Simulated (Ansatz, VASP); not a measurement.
## One calculation of SbSe2, two programs

File INCAR:

```
PREC = Accurate ; ENCUT = 600
EDIFF = 1E-6 ; ISMEAR = 0
SIGMA = 0.1 ; LREAL = F
LASPH = T ; NELM = 100
ALGO = Normal ; ISIF = 3
LWAVE = F ; LCHARG = F
GGA = PE ; IBRION = 2
NSW = 90 ; EDIFFG = -0.04
```

The input KPOINTS:

```
regular mesh
0
Gamma
  4 4 4
```

POSCAR

```
SbSe2
1.0
    0.0000000000      3.5703605200      3.5703605200
    3.5703605200      0.0000000000      3.5703605200
    3.5703605200      3.5703605200      0.0000000000
Sb Se
1 2
Direct
    0.0000000000      0.0000000000      0.0000000000
    0.2500000000      0.2500000000      0.2500000000
    0.7500000000      0.7500000000      0.7500000000
```

Input for Ansatz:

```yaml
crystal:
  lattice:
    - [0.0, 3.57036052, 3.57036052]
    - [3.57036052, 0.0, 3.57036052]
    - [3.57036052, 3.57036052, 0.0]
  atoms:
    - { symbol: Sb, position: [0.0, 0.0, 0.0] }
    - { symbol: Se, position: [0.25, 0.25, 0.25] }
    - { symbol: Se, position: [0.75, 0.75, 0.75] }
basis:
  ecutwfc: 420
kpoints:
  mp_grid: { grid: [4, 4, 4] }
hamiltonian:
  xc: pbe
scf:
  occupations: { method: gaussian, width: 0.1 }
  lower_state_search: "off"
output:
  forces: true
  stress: true
  eigenvalues: true
relax:
  adjacent_minimum: "off"
  f_tol: 0.04
  max_steps: 70
  cell: { stress_tol: 0.4 }
```

Change from the starting cell: species swapped into the Al2Au type (Fm-3m, No. 225).

Alike in both runs: task relaxation of cell and atoms; functional PBE; k mesh 4 × 4 × 4; occupations gaussian, width 0.1 eV; no spin polarisation.

|  | VASP | Ansatz |
| --- | --- | --- |
| version | VASP 6.6.1 | Ansatz 0.2.0 |
| potentials or method | VASP PAW PBE potentials, release 64 (Sb, Se), cutoff 600 eV | scalar-relativistic, plane waves, PAW |
| valence electrons in the cell | 17 | 47 |

|  | VASP | Ansatz | Ansatz less VASP |
| --- | --- | --- | --- |
| gap on the k mesh at the Fermi level, each at its own relaxed structure (eV) | none | none | - |
| relaxed volume (Å³/atom) | 27.38 | 27.55 | +0.164 |
| relaxed cell length with the largest relative difference (Å) | 4.879 | 4.889 | +0.0097 |

A gap of «none» marks a metal or a gap that the smearing closes. VASP's potentials hold 17 valence electrons a cell and Ansatz's 47, so a difference there can come from the potentials and not from the codes.

The k mesh is coarse, so the values compare programs but aren't converged. Neither program's run includes spin-orbit coupling.
